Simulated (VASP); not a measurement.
Here is a VASP 6.6.1 calculation.

INCAR

```
  PREC = Accurate
  ENCUT = 600
  EDIFF = 1E-7
  ISMEAR = 0
  SIGMA = 0.1
  LREAL = False
  LASPH = True
  NELM = 60
  ALGO = Normal
  ISIF = 3
  LWAVE = False
  LCHARG = False
  GGA = PE
  IBRION = 2
  NSW = 90
  EDIFFG = -0.04
```

File KPOINTS:

```
regular mesh
0
Gamma
  6 6 6
```

The input POSCAR:

```
CdP
1.0
    0.0000000000      2.8417526791      2.8417526791
    2.8417526791      0.0000000000      2.8417526791
    2.8417526791      2.8417526791      0.0000000000
Cd P
1 1
Direct
    0.0000000000      0.0000000000      0.0000000000
    0.7500000000      0.7500000000      0.7500000000
```

Potentials or basis: VASP PAW PBE potentials, release 64 (Cd, P).

The run is started by

```bash
$ cat potpaw_PBE.64/Cd/POTCAR potpaw_PBE.64/P/POTCAR > POTCAR
$ mpirun -np 1 vasp_std > vasp.out
```

Question: What does it give for the space group after relaxing (to 0.1 Å)?

Answer: F-43m (No. 216).

Question: What does it give for the relaxed volume?

Answer: 25.95 Å³/atom.

Question: Predict the band gap on the k mesh.

Answer: Zero (an odd number of electrons rules out a gap without spin polarisation).

Step by step:
```csv
step,energy change (eV),largest force (eV/Å),pressure (GPa),volume (Å³)
1,0.0000,0.0000,8.26,45.90
2,-0.1242,0.0000,-1.93,54.21
3,-0.1385,0.0000,0.04,51.90
```
